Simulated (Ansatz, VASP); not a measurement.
## CdS in VASP and in Ansatz

```xyz
2
Lattice="4.1742 0.0000 0.0000 -2.0871 3.6149 0.0000 0.0000 0.0000 5.6857" Properties=species:S:1:pos:R:3 pbc="T T T"
Cd    0.0000    0.0000    2.5170
S     2.0871    1.2050    2.4693
```

Change from the starting cell: volume scaled by 0.94.

Alike in both runs: task single point; functional PBEsol; k mesh 7 × 7 × 5; occupations fermi-dirac, width 0.05 eV; no spin polarisation.

|  | VASP | Ansatz |
| --- | --- | --- |
| version | VASP 6.6.1 | Ansatz 0.2.0 |
| potentials or method | VASP PAW PBE potentials, release 64 (Cd, S), cutoff 520 eV | all-electron LAPW, scalar-relativistic |

Ansatz gave:

- gap on the k mesh at the Fermi level (eV): 1.52
- least direct gap on the mesh (eV): 1.53
- pressure (GPa): 0.3
- traceless stress, the component that is largest in VASP (GPa): -0.30

Q: What did VASP give for the same quantities?

A: gap on the k mesh at the Fermi level (eV): 1.53; least direct gap on the mesh (eV): 1.53; pressure (GPa): 0.5; traceless stress, the component that is largest in VASP (GPa): -0.55.

VASP's potentials were made for PBE, not for PBEsol. Ansatz ran all-electron here, and VASP with PAW potentials.
